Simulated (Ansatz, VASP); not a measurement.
# ZnAu in VASP and in Ansatz

```
Zn Au
1.0
     3.11345    0.00000    0.00000
     0.00000    3.11345    0.00000
     0.00000    0.00000    3.11345
Zn Au
1 1
Cartesian
  1.5567 1.5567 1.5567
  0.0000 0.0000 0.0000
```

Alike in both runs: task single point; functional PBE; k mesh 14 × 14 × 14; occupations gaussian, width 0.1 eV; no spin polarisation.

```csv
,VASP,Ansatz
version,VASP 6.6.1,Ansatz 0.2.0
potentials or method,"VASP PAW PBE potentials, release 64 (Zn, Au), cutoff 520 eV","scalar-relativistic, plane waves, PAW"
valence electrons in the cell,23,31
```

```tsv
	VASP	Ansatz	Ansatz less VASP
gap on the k mesh at the Fermi level (eV)	none	none	-
pressure (GPa)	10.0	9.8	-0.15
```

A gap of «none» marks a metal or a gap that the smearing closes. VASP's potentials hold 23 valence electrons a cell and Ansatz's 31, so a difference there can come from the potentials and not from the codes.

Neither program's run includes spin-orbit coupling.
